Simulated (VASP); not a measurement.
Input of a VASP 6.6.1 run:

File INCAR:

```
SYSTEM = SrPb2N2
  PREC = Accurate
  ENCUT = 520
  EDIFF = 1E-7
  ISMEAR = -1
  SIGMA = 0.02
  LREAL = .False.
  LASPH = .True.
  NELM = 60
  ALGO = Normal
  ISIF = 2
  LWAVE = .False.
  LCHARG = .False.
  GGA = PE
  NBANDS = 32
```

The input KPOINTS:

```
regular mesh
0
Gamma
  7 7 3
  0 0 0
```

POSCAR

```
SrPb2N2
1.0
    3.6140004361      0.0000000000      0.0000000000
   -1.8070002180      3.1298161869      0.0000000000
    0.0000000000      0.0000000000      9.5561562413
Sr Pb N
1 2 2
Direct
    0.0000000000      0.0000000000      0.5000000000
    0.6666666667      0.3333333333      0.1954882917
    0.3333333333      0.6666666667      0.8045117083
    0.6666666667      0.3333333333      0.6702537813
    0.3333333333      0.6666666667      0.3297462187
```

Potentials or basis: VASP PAW PBE potentials, release 64 (Sr_sv, Pb_d, N).

Launch:

```sh
$ cat potpaw_PBE.64/Sr_sv/POTCAR potpaw_PBE.64/Pb_d/POTCAR potpaw_PBE.64/N/POTCAR > POTCAR
$ mpirun -np 1 vasp_std > vasp.out
```

(1) What does it give for the band gap on the k mesh?

(2) What does it give for the pressure?

(3) Predict the largest force.

Results:

(1) 0.28 eV.

(2) 0.1 GPa.

(3) 0.019 eV/Å.

Caveat: spin-orbit coupling is left out, which moves the levels of the heavy elements.
